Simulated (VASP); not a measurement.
# SiNi (Pmmn) in VASP: settings compared, part 2 of 2

VASP 6.6.1. Earlier steps stand in the parts before.

**3. Single point, PBE+U, collinear spin, ferromagnetic start**

Contents of INCAR:

```
SYSTEM = SiNi
PREC = Accurate ; ENCUT = 590
EDIFF = 1E-6 ; ISMEAR = -1
SIGMA = 0.05 ; LREAL = .FALSE.
LASPH = .TRUE. ; NELM = 200
ALGO = Normal ; ISIF = 2
LWAVE = .FALSE. ; LCHARG = .TRUE.
ISPIN = 2 ; MAGMOM = 1 1 0 0
LORBIT = 11 ; LMAXMIX = 4
LDAU = .TRUE. ; LDAUTYPE = 2
LDAUL = 2 -1 ; LDAUU = 3 0
LDAUJ = 0 0 ; LDAUPRINT = 1
GGA = PE ; LELF = .TRUE.
LVHAR = .TRUE. ; NBANDS = 34
GGA_COMPAT = .FALSE.
```

Contents of KPOINTS:

```
regular mesh
0
G
  9 8 6
  0 0 0
```

Contents of POSCAR:

```
SiNi
1.0
    2.9795636814      0.0000000000      0.0000000000
    0.0000000000      3.3246780639      0.0000000000
    0.0000000000      0.0000000000      4.7072462425
Ni Si
2 2
Direct
    0.5000000000      0.5000000000      0.3423653726
    0.0000000000      0.0000000000      0.6576346274
    0.5000000000      0.5000000000      0.8420319564
    0.0000000000      0.0000000000      0.1579680436
```

Potentials or basis: VASP PAW PBE potentials, release 64 (Ni_sv_GW, Si).

The run is started by

```sh
cat potpaw_PBE.64/Ni_sv_GW/POTCAR potpaw_PBE.64/Si/POTCAR > POTCAR
mpirun -np 1 vasp_std > vasp.out
```

OUTCAR:

```text
SYSTEM = SiNi
   PREC = Accurate
   ENCUT = 590
   EDIFF = 1E-6
   ISMEAR = -1
   LREAL = .FALSE.
   LASPH = .TRUE.
   NELM = 200
   ISIF = 2
   ISPIN = 2
   LORBIT = 11
   GGA = PE

 ion  position               nearest neighbor table
   1  0.500  0.500  0.342-   3 2.35   3 2.36   4 2.40   4 2.40   4 2.40   4 2.40
   2  0.000  0.000  0.658-   4 2.35   4 2.36   3 2.40   3 2.40   3 2.40   3 2.40
   3  0.500  0.500  0.842-   1 2.35   1 2.36   2 2.40   2 2.40   2 2.40   2 2.40   4 2.68   4 2.68
[... 2089 lines left out ...]
     0.000000000  3.324678064  0.000000000     0.000000000  0.300781002  0.000000000
     0.000000000  0.000000000  4.707246243     0.000000000  0.000000000  0.212438430

 POSITION                                       TOTAL-FORCE (eV/Angst)
 -----------------------------------------------------------------------------------
      1.48978      1.66234      1.61160         0.000000      0.000000     -0.003955
      0.00000      0.00000      3.09565         0.000000      0.000000      0.003955
      1.48978      1.66234      3.96365         0.000000      0.000000     -0.008488
      0.00000      0.00000      0.74359         0.000000      0.000000      0.008488
 -----------------------------------------------------------------------------------
    total drift:                                0.000000     -0.000000      0.000000

  FREE ENERGIE OF THE ION-ELECTRON SYSTEM (eV)
  ---------------------------------------------------
  free  energy   TOTEN  =       -20.6836155673 eV

  energy  without entropy=      -20.6758697535  energy(sigma->0) =      -20.67974266

 total charge

# of ion       s       p       d       f       tot
--------------------------------------------------
    1        2.217   6.341   7.963   0.003  16.525
    2        2.217   6.341   7.963   0.003  16.525
    3        0.750   0.846   0.000   0.000   1.597
    4        0.750   0.846   0.000   0.000   1.597
--------------------------------------------------
tot          5.934  14.376  15.926   0.007  36.243

 magnetization (x)

# of ion       s       p       d       f       tot
--------------------------------------------------
    1        0.000   0.000   0.000  -0.000   0.000
    2        0.000   0.000   0.000  -0.000   0.000
    3       -0.000  -0.000   0.000   0.000  -0.000
    4       -0.000  -0.000   0.000   0.000  -0.000
--------------------------------------------------
tot          0.000  -0.000   0.000  -0.000   0.000
```

OSZICAR:

```text
N       E                     dE             d eps       ncg     rms          rms(c)
DAV:   1     0.639854360769E+03    0.63985E+03   -0.26393E+04 22758   0.416E+03
DAV:   2     0.320203029202E+02   -0.60783E+03   -0.57570E+03 23206   0.118E+03
DAV:   3    -0.267648269337E+02   -0.58785E+02   -0.57346E+02 26776   0.421E+02
DAV:   4    -0.290547654040E+02   -0.22899E+01   -0.22657E+01 25724   0.952E+01
DAV:   5    -0.291232356789E+02   -0.68470E-01   -0.68241E-01 25138   0.100E+01    0.304E+01
DAV:   6    -0.450029069993E+02   -0.15880E+02   -0.14940E+02 22768   0.739E+02    0.381E+01
DAV:   7    -0.207843137796E+02    0.24219E+02   -0.66337E+01 21624   0.478E+02    0.751E+00
DAV:   8    -0.207066928404E+02    0.77621E-01   -0.44872E+00 27104   0.689E+01    0.278E+00
DAV:   9    -0.206838955354E+02    0.22797E-01   -0.18226E-01 26032   0.140E+01    0.914E-01
DAV:  10    -0.206837096645E+02    0.18587E-03   -0.12078E-02 26224   0.574E+00    0.584E-01
DAV:  11    -0.206836398419E+02    0.69823E-04   -0.20126E-03 26912   0.227E+00    0.260E-01
DAV:  12    -0.206836215337E+02    0.18308E-04   -0.45887E-04 26792   0.948E-01    0.947E-02
DAV:  13    -0.206836128276E+02    0.87061E-05   -0.61998E-05 22104   0.482E-01    0.296E-02
DAV:  14    -0.206836149903E+02   -0.21627E-05   -0.11239E-05 17736   0.144E-01    0.908E-03
DAV:  15    -0.206836155673E+02   -0.57705E-06   -0.13546E-06 11232   0.419E-02
   1 F= -.20683616E+02 E0= -.20679743E+02  d E =-.774581E-02  mag=     0.0000
```

stdout:

```text
POSCAR found type information on POSCAR NiSi
 POSCAR found :  2 types and       4 ions
 scaLAPACK will be used
 LDA part: xc-table for (Slater+PW92), standard interpolation
 POSCAR, INCAR and KPOINTS ok, starting setup
 FFT: planning ... GRIDC
 FFT: planning ... GRID_SOFT
 FFT: planning ... GRID
 WAVECAR not read
 entering main loop
```

It took 4.2 min on 1 thread of Intel Xeon 6975P-C (Granite Rapids), shared host; peak memory 0.41 GiB.

What came out:

```yaml
Free_energy: -20.6836 eV
Pressure: -2.7 GPa
Largest_force: 0.008 eV/Å
Band_gap_on_the_k_mesh: zero (filled and empty bands overlap)
Net_moment: 0.00 μB per cell
Valence_electrons_inside_the_program's_atomic_spheres: Ni 16.52; Si 1.60
```

Forces in eV/Å, atoms in the order of the input:
```
Ni   0.000  0.000 -0.004
Ni   0.000  0.000  0.004
Si   0.000  0.000 -0.008
Si   0.000  0.000  0.008
```

Stress tensor (GPa, compression positive):
```
-2.36  0.00  0.00
 0.00 -2.75  0.00
 0.00  0.00 -2.93
```

Eigenvalues of the final occupation matrices:
```tsv
site	spin	trace	eigenvalues
site 1 d	1	4.00	0.75 0.78 0.79 0.80 0.87
site 1 d	2	4.00	0.75 0.78 0.79 0.80 0.87
site 2 d	1	4.00	0.75 0.78 0.79 0.80 0.87
site 2 d	2	4.00	0.75 0.78 0.79 0.80 0.87
```

Caveat: the U is typed as a test and isn't derived for this compound. The state reached can hang on the start; a lower one may exist.

**4. Single point, PBEsol+U, collinear spin, ferromagnetic start**

This run uses another cell than the first one, of 11.24 Å³/atom, 0.964 times its volume.

Contents of INCAR:

```
PREC = Accurate
ENCUT = 520
EDIFF = 1E-6
ISMEAR = -1
SIGMA = 0.05
LREAL = F
LASPH = T
NELM = 150
ALGO = Normal
ISIF = 2
LWAVE = F
LCHARG = F
ISPIN = 2
MAGMOM = 1 1 0 0
LORBIT = 11
LMAXMIX = 4
LDAU = T
LDAUTYPE = 2
LDAUL = 2 -1
LDAUU = 8 0
LDAUJ = 0 0
LDAUPRINT = 1
GGA = PS
NBANDS = 26
```

Contents of KPOINTS:

```
Automatic mesh
0
Gamma
  9 8 6
```

Contents of POSCAR:

```
SiNi
1.0
    2.9207329203      0.0000000000      0.0000000000
    0.0000000000      3.2933994120      0.0000000000
    0.0000000000      0.0000000000      4.6725881606
Ni Si
2 2
Direct
    0.5000000000      0.5000000000      0.3437080169
    0.0000000000      0.0000000000      0.6562919831
    0.5000000000      0.5000000000      0.8406306625
    0.0000000000      0.0000000000      0.1593693375
```

Potentials or basis: VASP PAW PBE potentials, release 64 (Ni, Si).

The run is started by

```sh
cat potpaw_PBE.64/Ni/POTCAR potpaw_PBE.64/Si/POTCAR > POTCAR
mpirun -np 1 vasp_std > vasp.out
```

Run time: 5 min. Hardware: 1 thread of Oxide Virtual Turin-like, shared host; peak memory 0.25 GiB.

The run converged. Its results:

| Property | Result |
| --- | --- |
| Free energy | -17.2324 eV |
| Pressure | -13.4 GPa |
| Largest force | 0.457 eV/Å |
| Band gap on the k mesh | zero (filled and empty bands overlap) |
| Net moment | 0.00 μB per cell |
| Valence electrons inside the program's atomic spheres | Ni 9.96; Si 1.58 |

Forces in eV/Å, atoms in the order of the input:
```
Ni   0.000  0.000 -0.080
Ni   0.000  0.000  0.080
Si   0.000  0.000 -0.457
Si   0.000  0.000  0.457
```

Stress tensor (GPa, compression positive):
```
-11.88   0.00   0.00
  0.00 -13.69   0.00
  0.00   0.00 -14.65
```

Levels at points of the mesh, in eV from the Fermi level:
Spin up:
```
           k point  band 11  band 12  band 13  band 14  band 15  band 16  band 17  band 18
(0.00, 0.00, 0.00)    -2.96    -2.52    -2.49    -0.89     2.09     2.90     5.59     5.96
(0.00, 0.50, 0.00)    -3.01    -3.01    -2.87    -2.87     1.35     1.35     5.55     5.55
(0.00, 0.00, 0.50)    -3.37    -2.53     1.15     2.39     2.56     3.07     3.37     3.59
(0.00, 0.50, 0.50)    -2.77    -2.77    -2.67    -2.67     5.55     5.55     5.94     5.94
```
Spin down:
```
           k point  band 12  band 13  band 14  band 15  band 16  band 17
(0.00, 0.00, 0.00)    -2.52    -2.49    -0.89     2.09     2.90     5.59
(0.00, 0.50, 0.00)    -3.01    -2.87    -2.87     1.35     1.35     5.55
(0.00, 0.00, 0.50)    -2.53     1.15     2.39     2.56     3.07     3.37
(0.00, 0.50, 0.50)    -2.77    -2.67    -2.67     5.55     5.55     5.94
```

Eigenvalues of the final occupation matrices:
```csv
site,spin,trace,eigenvalues
site 1 d,1,4.49,0.86 0.89 0.90 0.90 0.95
site 1 d,2,4.49,0.86 0.89 0.90 0.90 0.95
site 2 d,1,4.49,0.86 0.89 0.90 0.90 0.95
site 2 d,2,4.49,0.86 0.89 0.90 0.90 0.95
```

Caveat: the PAW data sets were made with another functional, which shifts forces and pressure a little; the U is typed as a test and isn't derived for this compound. The state reached can hang on the start; a lower one may exist.

**5. Summary**

```tsv
level	potentials or basis	U	cell	cutoff (eV)	second run	gap on the mesh (eV)	pressure (GPa)	moment (μB)	largest force (eV/Å)
PBE+U	VASP PAW PBE potentials, release 64 (Ni, Si)	Ni d U = 3.0 eV	a = 2.980, b = 3.325, c = 4.707 Å, 4 atoms	520	-	none	-3.6	0.00	0.12
PBE+U	VASP PAW PBE potentials, release 64 (Ni_sv_GW, Si)	Ni d U = 3.0 eV	a = 2.980, b = 3.325, c = 4.707 Å, 4 atoms	590	valence_matched	none	-2.7	0.00	0.01
PBEsol+U	VASP PAW PBE potentials, release 64 (Ni, Si)	Ni d U = 8.0 eV	a = 2.921, b = 3.293, c = 4.673 Å, 4 atoms	520	-	none	-13.4	0.00	0.46
```

Alike in all rows: task single point; spin collinear, ferromagnetic start; k mesh 9 × 8 × 6; smearing fermi-dirac 0.05 eV.

Caveats: the U is typed as a test and isn't derived for this compound; the PAW data sets were made with another functional, which shifts forces and pressure a little (some runs).

Absolute energies hang on the potentials; compare differences alone.
